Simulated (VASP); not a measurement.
# ZnInGaO4 (R3m) in VASP: single point with PBEsol

Aim: the single point of ZnInGaO4 with PBEsol.

Program: VASP 6.6.1. These are calculated values, not measurements. Logs are shortened: lines on timing, memory, paths and dates and some standing lists are left out, and cuts for length are marked.

## (1) The cell of the first run

It takes space group R3m (No. 160, trigonal). Conventional cell: a = 3.361 Å, b = 3.361 Å, c = 26.140 Å, α = 90.00°, β = 90.00°, γ = 120.00°. Within 2.7 Å of Zn (site symmetry 3m) lie 5 O at 2.01 to 2.53 Å. In (site symmetry 3m) has 6 O at 2.22 to 2.23 Å within 2.9 Å. Within 2.6 Å of Ga (site symmetry 3m) lie 5 O at 1.94 to 2.00 Å. Within 2.7 Å of O (site symmetry 3m) lie 1 Zn at 2.01 Å and 3 In at 2.22 Å. O (site symmetry 3m) has 1 Ga at 1.98 Å and 3 In at 2.23 Å within 2.6 Å. Within 2.6 Å of O (site symmetry 3m) lie 3 Ga at 1.94 Å and 1 Zn at 2.53 Å. O (site symmetry 3m) has 1 Ga at 2.00 Å and 3 Zn at 2.02 Å and 3 O at 2.76 Å within 2.8 Å.

## (2) Single point, PBEsol

The input, INCAR:

```
PREC = Accurate ; ENCUT = 520
EDIFF = 1E-6 ; ISMEAR = 0
SIGMA = 0.05 ; LREAL = F
LASPH = T ; NELM = 60
ALGO = Normal ; ISIF = 2
LWAVE = F ; LCHARG = T
GGA = PS ; LELF = T
LVHAR = T ; NBANDS = 40
```

The input, KPOINTS:

```
Automatic mesh
0
Gamma
  12 12 12
```

The input, POSCAR:

```
ZnInGaO4
1.0
    1.6803268679      0.9701371695      8.7134054620
   -1.6803268679      0.9701371695      8.7134054620
    0.0000000000     -1.9402743390      8.7134054620
Zn In Ga O
1 1 1 4
Direct
    0.2183820000      0.2183820000      0.2183820000
    0.0027680000      0.0027680000      0.0027680000
    0.7870340000      0.7870340000      0.7870340000
    0.2951430000      0.2951430000      0.2951430000
    0.7113580000      0.7113580000      0.7113580000
    0.1217170000      0.1217170000      0.1217170000
    0.8635990000      0.8635990000      0.8635990000
```

Potentials or basis: VASP PAW PBE potentials, release 64 (Zn, In_d, Ga_d, O).

The run is started by

```console
$ cat potpaw_PBE.64/Zn/POTCAR potpaw_PBE.64/In_d/POTCAR potpaw_PBE.64/Ga_d/POTCAR potpaw_PBE.64/O/POTCAR > POTCAR
$ mpirun -np 1 vasp_std > vasp.out
```

OUTCAR:

```text
PREC = Accurate
   ENCUT = 520
   EDIFF = 1E-6
   ISMEAR = 0
   LREAL = F
   LASPH = T
   NELM = 60
   ISIF = 2
   GGA = PS

 ion  position               nearest neighbor table
   1  0.218  0.218  0.218-   4 2.01   7 2.02   7 2.02   7 2.02
   2  0.003  0.003  0.003-   4 2.22   4 2.22   4 2.22   5 2.23   5 2.23   5 2.23
   3  0.787  0.787  0.787-   6 1.94   6 1.94   6 1.94   5 1.98   7 2.00
   4  0.295  0.295  0.295-   1 2.01   2 2.22   2 2.22   2 2.22
   5  0.711  0.711  0.711-   3 1.98   2 2.23   2 2.23   2 2.23
   6  0.122  0.122  0.122-   3 1.94   3 1.94   3 1.94
   7  0.864  0.864  0.864-   3 2.00   1 2.02   1 2.02   1 2.02

  LATTYP: Found a trigonal (rhomboedric) cell.
 ALAT       =     8.9268191007
 COS(alpha) =     0.9291362598

  Lattice vectors:

 A1 = (   1.6803268679,   0.9701371695,   8.7134054620)
 A2 = (  -1.6803268679,   0.9701371695,   8.7134054620)
 A3 = (   0.0000000000,  -1.9402743390,   8.7134054620)

Analysis of symmetry for initial positions (statically):
=====================================================================
 Subroutine PRICEL returns:
 Original cell was already a primitive cell.

 Routine SETGRP: Setting up the symmetry group for a
 trigonal (rhombohedral) supercell.

 Subroutine GETGRP returns: Found  6 space group operations
 (whereof  6 operations were pure point group operations)
 out of a pool of 12 trial point group operations.

The static configuration has the point symmetry C_3v.

Analysis of symmetry for dynamics (positions and initial velocities):
=====================================================================
 Subroutine PRICEL returns:
 Original cell was already a primitive cell.

 Routine SETGRP: Setting up the symmetry group for a
 trigonal (rhombohedral) supercell.

 Subroutine GETGRP returns: Found  6 space group operations
 (whereof  6 operations were pure point group operations)
 out of a pool of 12 trial point group operations.

The dynamic configuration has the point symmetry C_3v.

 Subroutine INISYM returns: Found  6 space group operations
 (whereof  6 operations are pure point group operations),
 and found     1 'primitive' translations

----------------------------------------------------------------------------------------

                                     Primitive cell
[... 103 lines left out ...]
   EDIFFG = 0.1E-04   stopping-criterion for IOM
   NSW    =      0    number of steps for IOM
   IBRION =     -1    ionic relax: 0-MD 1-quasi-New 2-CG
   NFREE  =      0    steps in history (QN), initial steepest desc. (CG)
   ISIF   =      2    stress and relaxation
   ISYM   =      2    0-nonsym 1-usesym 2-fastsym
   POTIM  = 0.5000    time-step for ionic-motion
   TEBEG  =    0.0;   TEEND  =   0.0 temperature during run
   PSTRESS=    0.0 pullay stress
   NELECT =      62.0000    total number of electrons
   NUPDOWN=      -1.0000    fix difference up-down
   EMIN   =  10.00;   EMAX   =-10.00  energy-range for DOS
   EFERMI =   0.00;   METHOD = LEGACY
   ISMEAR =     0;   SIGMA  =   0.05  broadening in eV -4-tet -1-fermi 0-gaus
   EFERMI_NEDOS =   21; number of points for ismear=-14 and -15
   IALGO  =     38    algorithm
   IMIX   =      4    mixing-type and parameters
     AMIX     =   0.40;   BMIX     =  1.00
     AMIX_MAG =   1.60;   BMIX_MAG =  1.00
  volume/ion in A,a.u.               =      12.17        82.16
  Fermi-wavevector in a.u.,A,eV,Ry     =   1.472369  2.782374 29.495673  2.167871
  Thomas-Fermi vector in A             =   2.587392
   LORBIT       =      0    0 simple, 1 ext, 2 COOP (PROOUT), +10 PAW based schemes
   GGA     = PS    functional components
   LHFCALC =     F    Hartree Fock is set to
   AEXX    =    0.0000 exact exchange contribution
   IVDW    =     0    specifies the selected vdW correction
   LEPSILON=     F    determine dielectric tensor
   LRPA    =     F    only Hartree local field effects (RPA)
 non-spin polarized calculation
 Gauss-broadening in eV      SIGMA  =   0.05
  energy-cutoff  :      520.00
  volume of cell :       85.22
 maximum number of plane-waves:      2312
 NGX is ok and might be reduce to    70
   NGX = 33   NGY = 33   NGZ = 33

 number of electron      62.0000002 magnetization

 Free energy of the ion-electron system (eV)
  ---------------------------------------------------
  ext. energy  EPLUGINS =         0.00000000
  ---------------------------------------------------
  free energy    TOTEN  =       -40.56229117 eV

  energy without entropy =      -40.56229117  energy(sigma->0) =      -40.56229117

 E-fermi :   3.6946     XC(G=0): -11.2835

 val. band max:        3.4175140490   @ k =   0.0000   0.0000   0.0000
 cond. band min:       4.3798137274   @ k =   0.0000   0.0000   0.0000
 fundamental gap:      0.9622996784
 Fermi energy:         3.6946197549

 k-point     1 :       0.0000    0.0000    0.0000
  band No.  band energies     occupation
      1     -14.9975      2.00000
      2     -14.0977      2.00000
      3     -13.5141      2.00000
      4     -13.1027      2.00000
      5      -9.8753      2.00000
      6      -9.8753      2.00000
[... 1021 lines left out ...]
     39      13.9526      0.00000
     40      14.2211      0.00000

 [... further k-points ...]

------------------------ aborting loop because EDIFF is reached ----------------------------------------

  FORCE on cell =-STRESS in cart. coord.  units (eV):
  Direction    XX          YY          ZZ          XY          YZ          ZX
  --------------------------------------------------------------------------------------
  -------------------------------------------------------------------------------------
  Total       -3.2492126     -3.2492126     -3.2954047      0.0000000      0.0000000      0.0000000
  in kB      -61.0833185    -61.0833185    -61.9517037      0.0000000      0.0000000      0.0000000
  external PRESSURE =     -61.3727802 kB  Pullay stress =       0.0000000 kB

 VOLUME and BASIS-vectors are now :
 -----------------------------------------------------------------------------
  energy-cutoff  :      520.00
  volume of cell :       85.22
      direct lattice vectors                 reciprocal lattice vectors
     1.680326868  0.970137169  8.713405462     0.297561153  0.171797012  0.038255230
    -1.680326868  0.970137169  8.713405462    -0.297561153  0.171797012  0.038255230
     0.000000000 -1.940274339  8.713405462     0.000000000 -0.343594023  0.038255230

 POSITION                                       TOTAL-FORCE (eV/Angst)
 -----------------------------------------------------------------------------------
      0.00000      0.00000      5.70855         0.000000      0.000000      0.014796
      0.00000      0.00000      0.07236         0.000000      0.000000      0.056931
      0.00000      0.00000     20.57324         0.000000     -0.000000      0.029692
      0.00000      0.00000      7.71510         0.000000      0.000000      0.060345
      0.00000      0.00000     18.59505         0.000000      0.000000     -0.058037
      0.00000      0.00000      3.18171         0.000000      0.000000     -0.045430
      0.00000      0.00000     22.57466         0.000000     -0.000000     -0.058297
 -----------------------------------------------------------------------------------
    total drift:                               -0.000000      0.000000      0.001110

  FREE ENERGIE OF THE ION-ELECTRON SYSTEM (eV)
  ---------------------------------------------------
  free  energy   TOTEN  =       -40.5622911656 eV

  energy  without entropy=      -40.5622911656  energy(sigma->0) =      -40.56229117
```

Wall time 48 min (1 thread of Intel Xeon 6975P-C (Granite Rapids), shared host); peak memory 1.1 GiB.

Results:

* Free energy: -40.5623 eV
* Pressure: -6.1 GPa
* Largest force: 0.060 eV/Å
* Band gap on the k mesh: 0.96 eV

Forces in eV/Å, atoms in the order of the input:
```
Zn   0.000  0.000  0.015
In   0.000  0.000  0.057
Ga   0.000  0.000  0.030
O    0.000  0.000  0.060
O    0.000  0.000 -0.058
O    0.000  0.000 -0.045
O    0.000  0.000 -0.058
```

Levels at points of the mesh, in eV from the valence-band top:
| k point | band 28 | band 29 | band 30 | band 31 | band 32 | band 33 | band 34 | band 35 |
| --- | --- | --- | --- | --- | --- | --- | --- | --- |
| (0.00, 0.00, 0.00) | -0.76 | -0.53 | 0.00 | 0.00 | 0.96 | 4.12 | 4.78 | 5.58 |
| (0.50, 0.00, 0.00) | -1.11 | -1.08 | -0.52 | -0.26 | 4.98 | 5.65 | 6.34 | 6.98 |
| (0.50, 0.50, 0.00) | -1.26 | -1.09 | -0.79 | -0.45 | 5.09 | 5.51 | 6.34 | 7.08 |
| (0.50, 0.50, 0.50) | -0.79 | -0.79 | 0.00 | 0.00 | 2.38 | 2.73 | 5.04 | 5.87 |

Caveat: the cell stands under tension; the PAW data sets were made with another functional, which shifts forces and pressure a little; spin-orbit coupling is left out, which moves the levels of the heavy elements. A k mesh can miss the band edges.
